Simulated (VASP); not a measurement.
# Si3Ge (P-4m2) in VASP: a series of runs

Runs on Si3Ge. Level: PBE. Tasks: relaxation of shape and atoms at fixed volume.

Program: VASP 6.6.1. These are calculated values, not measurements. Logs are shortened: lines on timing, memory, paths and dates and some standing lists are left out, and cuts for length are marked.

## 1. The cell of the first run

Symmetry: P-4m2, No. 115, tetragonal system. Conventional cell: a = 3.792 Å, b = 3.792 Å, c = 5.359 Å, α = 90.00°, β = 90.00°, γ = 90.00°. Within 3.0 Å of Si (site symmetry -4m2) lie 4 Si at 2.30 Å. Within 3.0 Å of Si (site symmetry 2mm) lie 2 Si at 2.30 Å and 2 Ge at 2.34 Å. Within 3.1 Å of Ge (site symmetry -4m2) lie 4 Si at 2.34 Å.

## 2. Relaxation of shape and atoms at fixed volume, PBE (19.26 Å³/atom)

Input file INCAR:

```
SYSTEM = Si3Ge
PREC = Accurate
ENCUT = 600
EDIFF = 1E-7
ISMEAR = 0
SIGMA = 0.02
LREAL = .FALSE.
LASPH = .TRUE.
NELM = 80
ALGO = Normal
ISIF = 4
LWAVE = .FALSE.
LCHARG = .FALSE.
GGA = PE
IBRION = 2
NSW = 50
EDIFFG = -0.01
```

Input file KPOINTS:

```
regular mesh
0
G
  10 10 6
  0 0 0
```

Input file POSCAR:

```
Si3Ge
1.0
    3.7918388360      0.0000000000      0.0000000000
    0.0000000000      3.7918388360      0.0000000000
    0.0000000000      0.0000000000      5.3593241058
Si Ge
3 1
Direct
    0.5000000000      0.5000000000      0.0000000000
    0.0000000000      0.5000000000      0.7557660567
    0.5000000000      0.0000000000      0.2442339433
    0.0000000000      0.0000000000      0.5000000000
```

Potentials or basis: VASP PAW PBE potentials, release 64 (Si, Ge_d).

Started as:

```
cat potpaw_PBE.64/Si/POTCAR potpaw_PBE.64/Ge_d/POTCAR > POTCAR
mpirun -np 1 vasp_std > vasp.out
```

OUTCAR:

```text
SYSTEM = Si3Ge
   PREC = Accurate
   ENCUT = 600
   EDIFF = 1E-7
   ISMEAR = 0
   LREAL = .FALSE.
   LASPH = .TRUE.
   NELM = 80
   ISIF = 4
   GGA = PE
   IBRION = 2
   NSW = 50
   EDIFFG = -0.01

 ion  position               nearest neighbor table
   1  0.500  0.500  0.000-   2 2.30   3 2.30   3 2.30   2 2.30
   2  0.000  0.500  0.756-   1 2.30   1 2.30   4 2.34   4 2.34
   3  0.500  0.000  0.244-   1 2.30   1 2.30   4 2.34   4 2.34
   4  0.000  0.000  0.500-   2 2.34   3 2.34   2 2.34   3 2.34

  LATTYP: Found a simple tetragonal cell.
 ALAT       =     3.7918388360
 C/A-ratio  =     1.4133839379

  Lattice vectors:

 A1 = (   3.7918388360,   0.0000000000,   0.0000000000)
 A2 = (   0.0000000000,   3.7918388360,   0.0000000000)
 A3 = (   0.0000000000,   0.0000000000,   5.3593241058)

Analysis of symmetry for initial positions (statically):
=====================================================================
 Subroutine PRICEL returns:
 Original cell was already a primitive cell.

 Routine SETGRP: Setting up the symmetry group for a
 simple tetragonal supercell.

 Subroutine GETGRP returns: Found  8 space group operations
 (whereof  8 operations were pure point group operations)
 out of a pool of 16 trial point group operations.

The static configuration has the point symmetry D_2d.

Analysis of symmetry for dynamics (positions and initial velocities):
=====================================================================
 Subroutine PRICEL returns:
 Original cell was already a primitive cell.

 Routine SETGRP: Setting up the symmetry group for a
 simple tetragonal supercell.

 Subroutine GETGRP returns: Found  8 space group operations
 (whereof  8 operations were pure point group operations)
 out of a pool of 16 trial point group operations.

The dynamic configuration has the point symmetry D_2d.

 Subroutine INISYM returns: Found  8 space group operations
 (whereof  8 operations are pure point group operations),
 and found     1 'primitive' translations

----------------------------------------------------------------------------------------

                                     Primitive cell

  volume of cell :      77.0566

  direct lattice vectors                    reciprocal lattice vectors
     3.791838836  0.000000000  0.000000000     0.263724289  0.000000000  0.000000000
     0.000000000  3.791838836  0.000000000     0.000000000  0.263724289  0.000000000
     0.000000000  0.000000000  5.359324106     0.000000000  0.000000000  0.186590693

  length of vectors
     3.791838836  3.791838836  5.359324106     0.263724289  0.263724289  0.186590693

  position of ions in fractional coordinates (direct lattice)
     0.500000000  0.500000000  0.000000000
     0.000000000  0.500000000  0.755766057
     0.500000000  0.000000000  0.244233943
     0.000000000  0.000000000  0.500000000

  ion indices of the primitive-cell ions
   primitive index   ion index
                 1           1
                 2           2
                 3           3
                 4           4

----------------------------------------------------------------------------------------

 KPOINTS: regular mesh

Automatic generation of k-mesh.
 Grid dimensions read from file:
 generate k-points for:   10   10    6

 Generating k-lattice:

  Cartesian coordinates                     Fractional coordinates (reciprocal lattice)
     0.026372429  0.000000000  0.000000000     0.100000000  0.000000000  0.000000000
     0.000000000  0.026372429  0.000000000     0.000000000  0.100000000  0.000000000
     0.000000000  0.000000000  0.031098449     0.000000000  0.000000000  0.166666667

  Length of vectors
     0.026372429  0.026372429  0.031098449

  Shift w.r.t. Gamma in fractional coordinates (k-lattice)
     0.000000000  0.000000000  0.000000000

 Subroutine IBZKPT returns following result:
 ===========================================

 Found     84 irreducible k-points:

 Following reciprocal coordinates:
            Coordinates               Weight
  0.000000  0.000000  0.000000      1.000000
  0.100000  0.000000  0.000000      4.000000
  0.200000  0.000000  0.000000      4.000000
  0.300000  0.000000  0.000000      4.000000
  0.400000  0.000000  0.000000      4.000000
  0.500000  0.000000  0.000000      2.000000
[... 16 lines left out ...]
  0.100000  0.000000  0.166667      8.000000
  0.200000  0.000000  0.166667      8.000000
 [... further k-points ...]
   k-points           NKPTS =     84   k-points in BZ     NKDIM =     84   number of bands    NBANDS=     17
   number of dos      NEDOS =    301   number of ions     NIONS =      4
   total plane-waves  NPLWV =  43200
   dimension x,y,z NGX =    30 NGY =   30 NGZ =   48
   dimension x,y,z NGXF=    60 NGYF=   60 NGZF=   96
   ions per type =               3   1
   NGX,Y,Z   is equivalent  to a cutoff of  13.15, 13.15, 14.89 a.u.
   NGXF,Y,Z  is equivalent  to a cutoff of  26.31, 26.31, 29.78 a.u.
 SYSTEM =  Si3Ge
   PREC   = accura    normal or accurate (medium, high low for compatibility)
   ISTART =      0    job   : 0-new  1-cont  2-samecut
   ICHARG =      2    charge: 1-file 2-atom 10-const
   ISPIN  =      1    spin polarized calculation?
   LNONCOLLINEAR =      F non collinear calculations
   LSORBIT =      F    spin-orbit coupling
   LASPH  =      T    aspherical Exc in radial PAW
   ENCUT  =  600.0 eV  44.10 Ry    6.64 a.u.   7.57  7.57 10.70*2*pi/ulx,y,z
   NELM   =     80;   NELMIN=  2; NELMDL= -5     # of ELM steps
   EDIFF  = 0.1E-06   stopping-criterion for ELM
   LREAL  =      F    real-space projection
   EDIFFG = -.1E-01   stopping-criterion for IOM
   NSW    =     50    number of steps for IOM
   IBRION =      2    ionic relax: 0-MD 1-quasi-New 2-CG
   NFREE  =      1    steps in history (QN), initial steepest desc. (CG)
   ISIF   =      4    stress and relaxation
   ISYM   =      2    0-nonsym 1-usesym 2-fastsym
   POTIM  = 0.5000    time-step for ionic-motion
   TEBEG  =    0.0;   TEEND  =   0.0 temperature during run
   PSTRESS=    0.0 pullay stress
   NELECT =      26.0000    total number of electrons
   NUPDOWN=      -1.0000    fix difference up-down
   EMIN   =  10.00;   EMAX   =-10.00  energy-range for DOS
   EFERMI =   0.00;   METHOD = LEGACY
   ISMEAR =     0;   SIGMA  =   0.02  broadening in eV -4-tet -1-fermi 0-gaus
   EFERMI_NEDOS =   21; number of points for ismear=-14 and -15
   IALGO  =     38    algorithm
   IMIX   =      4    mixing-type and parameters
     AMIX     =   0.40;   BMIX     =  1.00
     AMIX_MAG =   1.60;   BMIX_MAG =  1.00
  volume/ion in A,a.u.               =      19.26       130.00
  Fermi-wavevector in a.u.,A,eV,Ry     =   1.139714  2.153748 17.673272  1.298949
  Thomas-Fermi vector in A             =   2.276417
   LORBIT       =      0    0 simple, 1 ext, 2 COOP (PROOUT), +10 PAW based schemes
   GGA     = PE    functional components
   LHFCALC =     F    Hartree Fock is set to
   AEXX    =    0.0000 exact exchange contribution
   IVDW    =     0    specifies the selected vdW correction
   LEPSILON=     F    determine dielectric tensor
   LRPA    =     F    only Hartree local field effects (RPA)
 conjugate gradient relaxation of ions
 non-spin polarized calculation
 Gauss-broadening in eV      SIGMA  =   0.02
  energy-cutoff  :      600.00
  volume of cell :       77.06
 maximum number of plane-waves:      2608
   NGX = 15   NGY = 15   NGZ = 21

 number of electron      25.9999984 magnetization

 Free energy of the ion-electron system (eV)
  ---------------------------------------------------
  ext. energy  EPLUGINS =         0.00000000
  ---------------------------------------------------
  free energy    TOTEN  =       -20.53280602 eV

  energy without entropy =      -20.53280602  energy(sigma->0) =      -20.53280602

 E-fermi :   6.4220     XC(G=0):  -9.8505

 val. band max:        6.3354421463   @ k =   0.0000   0.0000   0.0000
 cond. band min:       6.5203864476   @ k =   0.5000   0.5000   0.0000
 fundamental gap:      0.1849443012
 Fermi energy:         6.4219663339

 k-point     1 :       0.0000    0.0000    0.0000
  band No.  band energies     occupation
      1     -17.9460      2.00000
      2     -17.9328      2.00000
      3     -17.9328      2.00000
      4     -17.9068      2.00000
      5     -17.9008      2.00000
      6      -6.3747      2.00000
[... 9 lines left out ...]
     16       8.8986      0.00000
     17       8.8996      0.00000

 k-point     2 :       0.1000    0.0000    0.0000
  band No.  band energies     occupation
      1     -17.9450      2.00000
      2     -17.9332      2.00000
      3     -17.9327      2.00000
      4     -17.9064      2.00000
      5     -17.9011      2.00000
      6      -6.2838      2.00000
[... 9 lines left out ...]
     16       8.9925      0.00000
     17       9.1319      0.00000

 k-point     3 :       0.2000    0.0000    0.0000
  band No.  band energies     occupation
      1     -17.9426      2.00000
      2     -17.9344      2.00000
      3     -17.9327      2.00000
      4     -17.9054      2.00000
      5     -17.9019      2.00000
      6      -6.0137      2.00000
[... 9 lines left out ...]
     16       9.2734      0.00000
     17       9.4877      0.00000

 k-point     4 :       0.3000    0.0000    0.0000
  band No.  band energies     occupation
      1     -17.9399      2.00000
      2     -17.9358      2.00000
      3     -17.9326      2.00000
      4     -17.9040      2.00000
      5     -17.9029      2.00000
      6      -5.5727      2.00000
[... 9 lines left out ...]
     16       9.7387      0.00000
     17      10.0682      0.00000
[... 343 lines left out ...]
      1     -17.9460      2.00000
      2     -17.9328      2.00000
      3     -17.9328      2.00000
      4     -17.9067      2.00000
      5     -17.9008      2.00000
      6      -6.2494      2.00000
[... 9 lines left out ...]
     16       8.6837      0.00000
     17       9.5379      0.00000

 k-point    23 :       0.1000    0.0000    0.1667
  band No.  band energies     occupation
      1     -17.9450      2.00000
      2     -17.9332      2.00000
      3     -17.9328      2.00000
      4     -17.9064      2.00000
      5     -17.9011      2.00000
      6      -6.1593      2.00000
[... 9 lines left out ...]
     16       8.9416      0.00000
     17       9.2218      0.00000

 k-point    24 :       0.2000    0.0000    0.1667
  band No.  band energies     occupation
      1     -17.9426      2.00000
      2     -17.9344      2.00000
      3     -17.9327      2.00000
      4     -17.9054      2.00000
      5     -17.9019      2.00000
      6      -5.8919      2.00000
[... 9 lines left out ...]
     16       9.5752      0.00000
     17       9.6258      0.00000

 [... further k-points ...]

------------------------ aborting loop because EDIFF is reached ----------------------------------------

  FORCE on cell =-STRESS in cart. coord.  units (eV):
  Direction    XX          YY          ZZ          XY          YZ          ZX
  --------------------------------------------------------------------------------------
  -------------------------------------------------------------------------------------
  Total        4.4988563      4.4988563      4.4929894      0.0000000     -0.0000000     -0.0000000
  in kB       93.5412000     93.5412000     93.4192154      0.0000000     -0.0000000     -0.0000000
  external PRESSURE =      93.5005385 kB  Pullay stress =       0.0000000 kB

 VOLUME and BASIS-vectors are now :
 -----------------------------------------------------------------------------
  energy-cutoff  :      600.00
  volume of cell :       77.06
      direct lattice vectors                 reciprocal lattice vectors
     3.791838836  0.000000000  0.000000000     0.263724289  0.000000000  0.000000000
     0.000000000  3.791838836  0.000000000     0.000000000  0.263724289  0.000000000
     0.000000000  0.000000000  5.359324106     0.000000000  0.000000000  0.186590693

 POSITION                                       TOTAL-FORCE (eV/Angst)
 -----------------------------------------------------------------------------------
      1.89592      1.89592      0.00000         0.000000      0.000000      0.000000
      0.00000      1.89592      4.05040         0.000000      0.000000     -0.006748
      1.89592      0.00000      1.30893        -0.000000     -0.000000      0.006748
      0.00000      0.00000      2.67966        -0.000000     -0.000000      0.000000
 -----------------------------------------------------------------------------------
    total drift:                               -0.000000      0.000000      0.000000

  FREE ENERGIE OF THE ION-ELECTRON SYSTEM (eV)
  ---------------------------------------------------
  free  energy   TOTEN  =       -20.5328060238 eV

  energy  without entropy=      -20.5328060238  energy(sigma->0) =      -20.53280602

 reached required accuracy - stopping structural energy minimisation
```

Run time: 2.4 min. Hardware: 1 thread of Oxide Virtual Turin-like, shared host; peak memory 0.24 GiB.

What came out:

* Free energy: -20.5328 eV
* Pressure after relaxing: 9.4 GPa
* Largest force after relaxing: 0.007 eV/Å
* Band gap on the k mesh: 0.18 eV (least direct gap 0.50 eV)

Forces in eV/Å, atoms in the order of the input:
```
Si   0.000  0.000  0.000
Si   0.000  0.000 -0.007
Si   0.000  0.000  0.007
Ge   0.000  0.000  0.000
```

Final structure:
```xyz
4
Lattice="3.7918 0.0000 0.0000 0.0000 3.7918 0.0000 0.0000 0.0000 5.3593" Properties=species:S:1:pos:R:3 pbc="T T T"
Si    1.8959    1.8959    0.0000
Si    0.0000    1.8959    4.0504
Si    1.8959    0.0000    1.3089
Ge    0.0000    0.0000    2.6797
```

Caveat: the relaxation stopped at its first step, so nothing moved; semilocal functionals underestimate gaps, and a narrow one can read as zero. A k mesh can miss the band edges.

## 3. Relaxation of shape and atoms at fixed volume, PBE (19.90 Å³/atom)

This run uses another cell than the first one, of 19.90 Å³/atom.

Input file INCAR:

```
SYSTEM = Si3Ge
  ALGO = Normal
  EDIFF = 1E-7
  EDIFFG = -0.01
  ENCUT = 600
  GGA = PE
  IBRION = 2
  ISIF = 4
  ISMEAR = 0
  LASPH = .True.
  LCHARG = .False.
  LREAL = .False.
  LWAVE = .False.
  NELM = 100
  NSW = 50
  PREC = Accurate
  SIGMA = 0.02
```

Input file KPOINTS:

```
k-points
0
Gamma
  10 10 6
  0 0 0
```

Input file POSCAR:

```
Si3Ge
1.0
    3.8325092536      0.0000000000      0.0000000000
    0.0000000000      3.8325092536      0.0000000000
    0.0000000000      0.0000000000      5.4191328699
Si Ge
3 1
Direct
    0.5000000000      0.5000000000      0.0000000000
    0.0000000000      0.5000000000      0.7558713849
    0.5000000000      0.0000000000      0.2441286151
    0.0000000000      0.0000000000      0.5000000000
```

Potentials or basis: VASP PAW PBE potentials, release 64 (Si, Ge_d).

Started as:

```
cat potpaw_PBE.64/Si/POTCAR potpaw_PBE.64/Ge_d/POTCAR > POTCAR
mpirun -np 1 vasp_std > vasp.out
```

Wall time 3.4 min (1 thread of Oxide Virtual Turin-like, shared host); peak memory 0.26 GiB.

Results (log left out):

- Free energy: -20.6514 eV
- Energy gained by relaxing: 0.0 meV/atom
- Ionic steps: 2
- Pressure after relaxing: 5.7 GPa
- Band gap on the k mesh: 0.26 eV (least direct gap 0.56 eV)

Final structure:
```
Si Ge
1.0
     3.83275    0.00000    0.00000
     0.00000    3.83275    0.00000
     0.00000    0.00000    5.41844
Si Ge
3 1
Direct
  0.50000 0.50000 0.00000
  0.00000 0.50000 0.75576
  0.50000 0.00000 0.24424
  0.00000 0.00000 0.50000
```

Levels at points of the mesh, in eV from the valence-band top:
```csv
k point,band 11,band 12,band 13,band 14,band 15,band 16
"(0.00, 0.00, 0.00)",-0.06,0.00,0.00,0.56,0.75,2.55
"(0.50, 0.00, 0.00)",-3.90,-1.59,-1.29,2.18,2.61,4.70
"(0.50, 0.50, 0.00)",-3.03,-3.03,-2.97,0.26,0.74,0.74
"(0.00, 0.00, 0.50)",-2.16,-1.88,-1.88,0.86,1.20,3.10
"(0.50, 0.00, 0.50)",-1.32,-1.28,-1.13,1.09,1.56,3.18
"(0.50, 0.50, 0.50)",-4.06,-4.06,-3.97,4.17,4.37,4.37
```

Caveat: semilocal functionals underestimate gaps, and a narrow one can read as zero. A k mesh can miss the band edges.

## 4. Relaxation of shape and atoms at fixed volume, PBE (20.53 Å³/atom)

This run uses another cell than the first one, of 20.53 Å³/atom.

Input file INCAR:

```
SYSTEM = Si3Ge
PREC = Accurate
ENCUT = 600
EDIFF = 1E-6
ISMEAR = 0
SIGMA = 0.02
LREAL = .False.
LASPH = .True.
NELM = 100
ALGO = Normal
ISIF = 4
LWAVE = .False.
LCHARG = .False.
GGA = PE
IBRION = 2
NSW = 50
EDIFFG = -0.01
```

Input file KPOINTS:

```
regular mesh
0
Gamma
  10 10 6
  0 0 0
```

Input file POSCAR:

```
Si3Ge
1.0
    3.8728544211      0.0000000000      0.0000000000
    0.0000000000      3.8728544211      0.0000000000
    0.0000000000      0.0000000000      5.4761805660
Si Ge
3 1
Direct
    0.5000000000      0.5000000000      0.0000000000
    0.0000000000      0.5000000000      0.7558713849
    0.5000000000      0.0000000000      0.2441286151
    0.0000000000      0.0000000000      0.5000000000
```

Started as:

```
cat potpaw_PBE.64/Si/POTCAR potpaw_PBE.64/Ge_d/POTCAR > POTCAR
mpirun -np 1 vasp_std > vasp.out
```

It took 2.4 min on 1 thread of Oxide Virtual Turin-like, shared host; peak memory 0.26 GiB.

It converged, with:

```yaml
Free_energy: -20.7163 eV
Pressure_after_relaxing: 2.6 GPa
Largest_force_after_relaxing: 0.006 eV/Å
Band_gap_on_the_k_mesh: 0.32 eV (least direct gap 0.63 eV)
```

Forces in eV/Å, atoms in the order of the input:
```
Si   0.000  0.000  0.000
Si   0.000  0.000 -0.006
Si   0.000  0.000  0.006
Ge   0.000  0.000  0.000
```

Final structure:
```
CELL_PARAMETERS angstrom
3.87285 0.00000 0.00000
0.00000 3.87285 0.00000
0.00000 0.00000 5.47618
ATOMIC_POSITIONS crystal
Si 0.50000 0.50000 0.00000
Si 0.00000 0.50000 0.75587
Si 0.50000 0.00000 0.24413
Ge 0.00000 0.00000 0.50000
```

Levels at points of the mesh, in eV from the valence-band top:
```tsv
k point	band 9	band 10	band 11	band 12	band 13	band 14	band 15	band 16	band 17
(0.00, 0.00, 0.00)	-2.95	-2.95	-0.06	0.00	0.00	0.63	0.80	2.55	2.57
(0.50, 0.00, 0.00)	-5.55	-3.86	-3.77	-1.55	-1.25	2.17	2.57	4.64	4.83
(0.50, 0.50, 0.00)	-7.91	-3.00	-2.94	-2.94	-2.88	0.32	0.79	0.79	0.96
(0.00, 0.00, 0.50)	-3.56	-2.10	-2.10	-1.81	-1.81	0.90	1.24	3.09	3.21
(0.50, 0.00, 0.50)	-6.99	-1.46	-1.29	-1.25	-1.09	0.99	1.44	3.20	3.46
(0.50, 0.50, 0.50)	-7.75	-3.93	-3.92	-3.92	-3.84	4.17	4.36	4.36	4.53
```

Caveat: the relaxation stopped at its first step, so nothing moved; semilocal functionals underestimate gaps, and a narrow one can read as zero. A k mesh can miss the band edges.

## 5. The runs side by side

| cell | gap on the mesh (eV) | pressure (GPa) | largest force (eV/Å) |
| --- | --- | --- | --- |
| relaxed from a = 3.792, b = 3.792, c = 5.359 Å, 4 atoms | 0.18 | 9.4 | 0.01 |
| relaxed from a = 3.833, b = 3.833, c = 5.419 Å, 4 atoms | 0.26 | 5.7 | - |
| relaxed from a = 3.873, b = 3.873, c = 5.476 Å, 4 atoms | 0.32 | 2.6 | 0.01 |

Alike in all rows: task relaxation of shape and atoms at fixed volume; level PBE; potentials or basis VASP PAW PBE potentials, release 64 (Si, Ge_d); no spin polarisation; k mesh 10 × 10 × 6; cutoff (eV) 600; smearing gaussian 0.02 eV.

Caveats: semilocal functionals underestimate gaps, and a narrow one can read as zero; the relaxation stopped at its first step, so nothing moved (at least some runs).

Total energies depend on the potentials used, so only differences within one code and one set of settings carry meaning.
